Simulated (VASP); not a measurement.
Write the native input for VASP 6.6.1 that does the following.

```yaml
Task: relaxation of shape and atoms at fixed volume
Functional: PBE
Potentials_or_basis: VASP PAW PBE potentials, release 64 (Pb_d, Te)
Cutoff: 600 eV
k_mesh: 10 × 10 × 8
Occupations: gaussian, width 0.05 eV
Spin: no spin polarisation
Dipole_correction: no
Further_INCAR_settings: ALGO = Normal; EDIFF = 1e-07; IBRION = 2; EDIFFG = -0.01; NSW = 60; ISIF = 4
```

The structure of TePb lies in POSCAR:

```
TePb
1.0
    4.4260595180      0.0000000000      0.0000000000
   -2.2130297590      3.8330799813      0.0000000000
    0.0000000000      0.0000000000      4.1610863513
Pb Te
1 1
Direct
    0.0000000000      0.0000000000      0.0000000000
    0.6666666667      0.3333333333      0.5000000000
```

This cell differs from its parent crystal: volume scaled by 0.980.

These files were run (other wordings do the same):

INCAR

```
PREC = Accurate ; ENCUT = 600
EDIFF = 1E-7 ; ISMEAR = 0
SIGMA = 0.05 ; LREAL = False
LASPH = True ; NELM = 60
ALGO = Normal ; ISIF = 4
LWAVE = False ; LCHARG = False
GGA = PE ; IBRION = 2
NSW = 60 ; EDIFFG = -0.01
```

KPOINTS

```
regular mesh
0
Gamma
  10 10 8
```

Potentials or basis: VASP PAW PBE potentials, release 64 (Pb_d, Te).

The run is started by

```bash
$ cat potpaw_PBE.64/Pb_d/POTCAR potpaw_PBE.64/Te/POTCAR > POTCAR
$ mpirun -np 1 vasp_std > vasp.out
```

Results of the run:

```json
{
 "Energy gained by relaxing": "0.1 meV/atom",
 "Ionic steps": "3",
 "Pressure after relaxing": "0.7 GPa",
 "Band gap on the k mesh": "zero (band 10 reaches 5.37 eV, above the bottom of band 11 at 4.79 eV)"
}
```

Caveat: spin-orbit coupling is left out, which moves the levels of the heavy elements.

It took 60 s on 1 thread of Intel(R) Xeon(R) 6975P-C (Granite Rapids), with other jobs on the host, peak memory 0.27 GiB.
